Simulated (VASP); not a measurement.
Here is a VASP 6.6.1 calculation.

INCAR

```
SYSTEM = Sn
ALGO = Normal ; EDIFF = 1E-6
ENCUT = 520 ; ISIF = 2
ISMEAR = -1 ; LASPH = .True.
LCHARG = .False. ; LREAL = .False.
LWAVE = .False. ; NBANDS = 36
NELM = 60 ; PREC = Accurate
SIGMA = 0.1
```

KPOINTS

```
k-points
0
Gamma
  12 12 4
  0 0 0
```

File POSCAR:

```
Sn
1.0
    3.3419162573      0.0000000000      0.0000000000
   -1.6709581286      2.8941843761      0.0000000000
    0.0000000000      0.0000000000     11.0494583017
Sn
4
Direct
    1.0000000000      0.0000000000      0.0000000000
    1.0000000000      0.0000000000      0.5000000000
    0.3333333333      0.6666666667      0.2500000000
    0.6666666667      0.3333333333      0.7500000000
```

Potentials or basis: VASP PAW LDA potentials, release 64 (Sn_d).

The run is started by

```sh
$ cat potpaw_LDA.64/Sn_d/POTCAR > POTCAR
$ mpirun -np 1 vasp_std > vasp.out
```

(1) Estimate the band gap on the k mesh.

(2) Estimate the pressure.

## Answers

(1) zero (bands 28 and 29 overlap by 8.50 eV).

(2) -1.9 GPa.

Caveat: spin-orbit coupling is left out, which moves the levels of the heavy elements.
